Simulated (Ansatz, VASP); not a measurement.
**Two plane-wave programs on BiMo**

```
Mo Bi
1.0
     0.00000    2.80417    2.80417
     2.80417    0.00000    2.80417
     2.80417    2.80417    0.00000
Mo Bi
1 1
Direct
  0.00000 0.00000 0.00000
  0.50000 0.50000 0.50000
```

Alike in both runs: functional PBEsol; k mesh 12 × 12 × 12; occupations fermi-dirac, width 0.05 eV; no spin polarisation.

Ansatz relaxed the structure, and its values are those at the end. VASP's run is a single point on that final structure, the one shown.

|  | VASP | Ansatz |
| --- | --- | --- |
| version | VASP 6.6.1 | Ansatz 0.2.0 |
| potentials or method | VASP PAW PBE potentials, release 64 (Mo_sv, Bi_d) | PAW with Ansatz's default frozen-core files, scalar-relativistic |
| plane-wave cutoff (eV) | 500 | 420 |
| valence electrons in the cell | 29 | 29 |

```tsv
	VASP	Ansatz	Ansatz less VASP
pressure (GPa)	0.1	0.0	-0.14
```

VASP's potentials were made for PBE, not for PBEsol. The functional is the same, so the differences come from potentials, cutoffs and numerics.

Neither program's run includes spin-orbit coupling.
